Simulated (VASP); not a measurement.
Crystal: BeAlS3.

```
Be Al S
1.0
     5.08626    0.00000    0.00000
    -2.54313    4.40483    0.00000
     0.00000    0.00000    4.43030
Be Al S
1 1 3
Direct
  0.00000 0.00000 0.50000
  0.00000 0.00000 0.00000
  0.50000 0.00000 0.50000
  0.00000 0.50000 0.50000
  0.50000 0.50000 0.50000
```

The cell was built from a structure type or drawn by symmetry, and may not be a known phase.

- Program: VASP 6.6.1
- Task: relaxation of cell and atoms
- Functional: PBE
- Potentials or basis: VASP PAW PBE potentials, release 64 (Be, Al, S)
- Cutoff: 600 eV
- k mesh: 6 × 6 × 4
- Occupations: gaussian, width 0.1 eV
- Spin: no spin polarisation

At the start: pressure 2.0 GPa; volume 19.85 Å³/atom.

Where does the relaxation end?

Over 5 steps the energy falls by 9.5 meV/atom and the volume is 20.84 Å³/atom (+5.0 %); space group P6/mmm (No. 191, to 0.1 Å) before and after.

The path:
```csv
step,energy change (eV),largest force (eV/Å),pressure (GPa),volume (Å³)
1,0.0000,0.0000,2.01,99.26
2,-0.0407,0.0000,0.38,102.87
3,-0.0450,0.0000,-0.39,104.81
4,-0.0451,0.0000,-0.32,104.63
5,-0.0475,0.0000,0.02,104.21
```

Final structure:
```yaml
crystal:
  lattice:
    - [5.11396, 0.00000, 0.00000]
    - [-2.55698, 4.42882, 0.00000]
    - [0.00000, 0.00000, 4.60113]
  atoms:
    - { symbol: Be, position: [0.00000, 0.00000, 0.50000] }
    - { symbol: Al, position: [0.00000, 0.00000, 0.00000] }
    - { symbol: S, position: [0.50000, 0.00000, 0.50000] }
    - { symbol: S, position: [0.00000, 0.50000, 0.50000] }
    - { symbol: S, position: [0.50000, 0.50000, 0.50000] }
```
